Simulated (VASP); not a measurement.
Set up this calculation in VASP 6.6.1, as the native input.

```
Task                   : single point
Functional             : PBEsol
Potentials or basis    : VASP PAW PBE potentials, release 64 (Pb_d)
Cutoff                 : 520 eV
k mesh                 : 18 × 18 × 18
Occupations            : gaussian, width 0.15 eV
Spin                   : no spin polarisation
Dipole correction      : no
Further INCAR settings : ALGO = Fast; EDIFF = 1e-06; NBANDS = 13
```

The structure of Pb lies in POSCAR:

```
Pb
1.0
   -0.7808724519      2.1473992426      2.1473992426
    2.1473992426     -0.7808724519      2.1473992426
    2.1473992426      2.1473992426     -0.7808724519
Pb
1
Direct
    0.0000000000      0.0000000000      0.0000000000
```

This cell differs from its parent crystal: ratio of the length along [111] to the lengths across it x 0.6, volume and fractional coordinates fixed.

One way to write it, as run:

INCAR

```
PREC = Accurate
ENCUT = 520
EDIFF = 1E-6
ISMEAR = 0
SIGMA = 0.15
LREAL = F
LASPH = T
NELM = 100
ALGO = Fast
ISIF = 2
LWAVE = F
LCHARG = F
GGA = PS
NBANDS = 13
```

KPOINTS

```
Automatic mesh
0
Gamma
  18 18 18
```

Potentials or basis: VASP PAW PBE potentials, release 64 (Pb_d).

The run is started by

```console
$ cat potpaw_PBE.64/Pb_d/POTCAR > POTCAR
$ mpirun -np 1 vasp_std > vasp.out
```

Results of the run:

```
Pressure               : 3.0 GPa
Band gap on the k mesh : zero (bands 7 and 8 overlap by 6.66 eV)
```

Caveat: the cell stands under pressure; the PAW data sets were made with another functional, which shifts forces and pressure a little; spin-orbit coupling is left out, which moves the levels of the heavy elements.

It took 74 s on 1 thread of Intel(R) Xeon(R) Platinum 8488C (Sapphire Rapids) (shared host), peak memory 0.31 GiB.
